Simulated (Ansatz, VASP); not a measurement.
Given: the input of a run of Ansatz 0.2.0 on Br.

input.yaml

```yaml
crystal:
  lattice:
    - [3.2945929801, -2.2751377168, 0.0]
    - [3.2945929801, 2.2751377168, 0.0]
    - [0.0, 0.0, 8.5246521939]
  atoms:
    - { symbol: Br, position: [0.3651, 0.6349, 0.3901] }
    - { symbol: Br, position: [0.1349, 0.8651, 0.8901] }
    - { symbol: Br, position: [0.6349, 0.3651, 0.6099] }
    - { symbol: Br, position: [0.8651, 0.1349, 0.1099] }
kpoints:
  mp_grid: { grid: [7, 7, 3] }
scf:
  occupations: { method: fermi_dirac, width: 0.05 }
hamiltonian:
  xc: pbe
  pseudopotentials: { kind: all_electron, lapw: { basis_error: 0.001 } }
output:
  forces: true
  stress: true
  eigenvalues: true
```

Potentials or basis: all-electron LAPW, scalar-relativistic.

The run is started by

```bash
$ ansatz run input.yaml --threads 2 --pin off --max-ram 6144MiB --backend cpu --events-out ev --progress --plain --runs-dir out
```

Problem. Translate it to VASP 6.6.1. Potentials there: VASP PAW PBE potentials, release 64 (Br).

Solution. As run (the cutoff follows the program's own potentials):

The input INCAR:

```
PREC = Accurate
ENCUT = 520
EDIFF = 1E-7
ISMEAR = -1
SIGMA = 0.05
LREAL = F
LASPH = T
NELM = 100
ALGO = Normal
ISIF = 2
LWAVE = F
LCHARG = F
GGA = PE
NBANDS = 22
```

The input KPOINTS:

```
regular mesh
0
Gamma
  7 7 3
```

The input POSCAR:

```
Br
1.0
    3.2945929801     -2.2751377168      0.0000000000
    3.2945929801      2.2751377168      0.0000000000
    0.0000000000      0.0000000000      8.5246521939
Br
4
Direct
    0.3651000000      0.6349000000      0.3901000000
    0.1349000000      0.8651000000      0.8901000000
    0.6349000000      0.3651000000      0.6099000000
    0.8651000000      0.1349000000      0.1099000000
```

Potentials or basis: VASP PAW PBE potentials, release 64 (Br).

Run with:

```bash
$ cat potpaw_PBE.64/Br/POTCAR > POTCAR
$ mpirun -np 1 vasp_std > vasp.out
```

Both were run:

|  | VASP | Ansatz | Ansatz less VASP |
| --- | --- | --- | --- |
| gap on the k mesh at the Fermi level (eV) | 2.10 | 2.11 | +0.008 |
| least direct gap on the mesh (eV) | 2.12 | 2.13 | +0.008 |
| pressure (GPa) | 4.1 | 4.1 | -0.02 |
| traceless stress, the component that is largest in VASP (GPa) | 3.09 | 3.06 | -0.037 |
| rms of the force components (eV/Å) | 0.961 | 0.950 | -0.0111 |

Atom by atom the forces differ by 0.011 eV/Å (rms over components). Ansatz ran all-electron here, and VASP with PAW potentials.
